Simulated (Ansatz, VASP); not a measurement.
## Sn3Se: VASP beside Ansatz

```
Sn Se
1.0
     4.80428    0.00000    0.00000
     0.00000    4.80428    0.00000
     0.00000    0.00000    4.80428
Sn Se
3 1
Direct
  0.50000 0.50000 0.00000
  0.50000 0.00000 0.50000
  0.00000 0.50000 0.50000
  0.00000 0.00000 0.00000
```

Alike in both runs: task single point; functional PBE; k mesh 6 × 6 × 6; occupations fermi-dirac, width 0.05 eV; no spin polarisation.

```csv
,VASP,Ansatz
version,VASP 6.6.1,Ansatz 0.2.0
potentials or method,"VASP PAW PBE potentials, release 64 (Sn_d, Se)",Ansatz PAW
plane-wave cutoff (eV),520,420
valence electrons in the cell,48,58
```

```tsv
	VASP	Ansatz	Ansatz less VASP
gap on the k mesh at the Fermi level (eV)	none	none	-
pressure (GPa)	-1.5	-1.5	+0.04
```

A gap of «none» marks a metal or a gap that the smearing closes. With one functional, cell and mesh, what is left measures potentials, basis and numerics. VASP's potentials hold 48 valence electrons a cell and Ansatz's 58, so a difference there can come from the potentials and not from the codes.
